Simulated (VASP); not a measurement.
Wanted: the native input for a VASP 6.6.1 run.

```
Task                   : single point
Functional             : r2SCAN
Potentials or basis    : VASP PAW PBE potentials, release 64 (Os_sv_GW)
Cutoff                 : 620 eV
k mesh                 : 13 × 13 × 7
Occupations            : fermi-dirac, width 0.1 eV
Spin                   : no spin polarisation
Dipole correction      : no
Further INCAR settings : ALGO = Normal; EDIFF = 1e-06; NBANDS = 23
```

The system is Os.

```
Os
1.0
     2.73938    0.00000    0.00000
    -1.36969    2.37237    0.00000
     0.00000    0.00000    4.31382
Os
2
Cartesian
  0.0000 1.5816 1.0785
  1.3697 0.7908 3.2354
```

The input as run:

POSCAR

```
Os
1.0
    2.7393806551      0.0000000000      0.0000000000
   -1.3696903275      2.3723732379      0.0000000000
    0.0000000000      0.0000000000      4.3138178725
Os
2
Direct
    0.3333333333      0.6666666667      0.2500000000
    0.6666666667      0.3333333333      0.7500000000
```

INCAR.step1

```
SYSTEM = Os
  PREC = Accurate
  ENCUT = 620
  ISMEAR = -1
  SIGMA = 0.1
  LREAL = .False.
  LASPH = .True.
  NELM = 120
  NBANDS = 23
  GGA = PE
  ALGO = Normal
  EDIFF = 1E-5
  LWAVE = .True.
  LCHARG = .False.
  GGA_COMPAT = .False.
```

INCAR.step2

```
SYSTEM = Os
  PREC = Accurate
  ENCUT = 620
  EDIFF = 1E-6
  ISMEAR = -1
  SIGMA = 0.1
  LREAL = .False.
  LASPH = .True.
  NELM = 120
  ALGO = Normal
  ISIF = 2
  LWAVE = .False.
  LCHARG = .False.
  METAGGA = R2SCAN
  LMIXTAU = .True.
  NBANDS = 23
  ISTART = 1
  GGA_COMPAT = .False.
```

KPOINTS

```
regular mesh
0
Gamma
  13 13 7
  0 0 0
```

Potentials or basis: VASP PAW PBE potentials, release 64 (Os_sv_GW).

Launch:

```sh
$ cat potpaw_PBE.64/Os_sv_GW/POTCAR > POTCAR
$ cp INCAR.step1 INCAR
$ mpirun -np 1 vasp_std > vasp.out
$ cp INCAR.step2 INCAR
$ mpirun -np 1 vasp_std > vasp.out
```

It gave:

```
Pressure               : -0.8 GPa
Band gap on the k mesh : zero (bands 16 and 17 overlap by 3.99 eV)
```

Caveat: the PAW data sets were made with another functional, which shifts forces and pressure a little; spin-orbit coupling is left out, which moves the levels of the heavy elements.

It took 4.3 min on 1 thread of AMD EPYC 7R13 Processor (Zen 3) (shared host), peak memory 0.18 GiB.
